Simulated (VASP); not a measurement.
Here is a VASP 6.6.1 calculation.

INCAR

```
SYSTEM = GaN
PREC = Accurate
ENCUT = 520
EDIFF = 1E-6
ISMEAR = 0
SIGMA = 0.01
LREAL = .False.
LASPH = .True.
NELM = 100
ALGO = Normal
ISIF = 2
LWAVE = .False.
LCHARG = .False.
GGA = PE
NBANDS = 26
```

KPOINTS

```
regular mesh
0
Gamma
  9 9 4
  0 0 0
```

POSCAR

```
GaN
1.0
    3.2503003796      0.0000000000      0.0000000000
   -1.6251501898      2.8148426987      0.0000000000
    0.0000000000      0.0000000000      5.2947493876
Ga N
2 2
Direct
    0.3333333333      0.6666666667     -0.0008671783
    0.6666666667      0.3333333333      0.4991328217
    0.3333333333      0.6666666667      0.3758671783
    0.6666666667      0.3333333333      0.8758671783
```

Potentials or basis: VASP PAW PBE potentials, release 64 (Ga_d, N).

Launch:

```console
$ cat potpaw_PBE.64/Ga_d/POTCAR potpaw_PBE.64/N/POTCAR > POTCAR
$ mpirun -np 1 vasp_std > vasp.out
```

(1) What does it give for the pressure?

(2) What does it give for the largest force?

(3) Predict the band gap on the k mesh.

Answers

(1) -4.6 GPa.

(2) 0.005 eV/Å.

(3) 1.52 eV, direct.
